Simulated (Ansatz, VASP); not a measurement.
Two plane-wave programs on BaS4

```
CELL_PARAMETERS angstrom
5.37913 0.00000 0.00000
0.00000 5.37913 0.00000
0.00000 0.00000 5.44784
ATOMIC_POSITIONS crystal
Ba 0.00000 0.00000 0.00000
S 0.50000 0.00000 0.31815
S 0.00000 0.50000 0.68185
S 0.50000 0.00000 0.68185
S 0.00000 0.50000 0.31815
```

Change from the starting cell: ordered vacancies on the cation sites of fluorite (P4/mmm, No. 123).

Alike in both runs: functional PBE; k mesh 4 × 4 × 4; occupations gaussian, width 0.1 eV; no spin polarisation.

Ansatz relaxed the structure, and its values are those at the end. VASP's run is a single point on that final structure, the one shown.

```csv
,VASP,Ansatz
version,VASP 6.6.1,Ansatz 0.2.0
potentials or method,"VASP PAW PBE potentials, release 64 (Ba_sv, S), cutoff 520 eV","scalar-relativistic, plane waves, PAW"
valence electrons in the cell,34,34
```

VASP gave:

| Property | Result |
| --- | --- |
| gap on the k mesh at the Fermi level (eV) | none |
| pressure (GPa) | 0.3 |
| rms of the force components (eV/Å) | 0.088 |

Q: Estimate Ansatz's values.

A: gap on the k mesh at the Fermi level (eV): none; pressure (GPa): 0.2; rms of the force components (eV/Å): 0.016.

A gap of «none» marks a metal or a gap that the smearing closes. The functional is the same, so the differences come from potentials, cutoffs and numerics.

Neither program's run includes spin-orbit coupling.
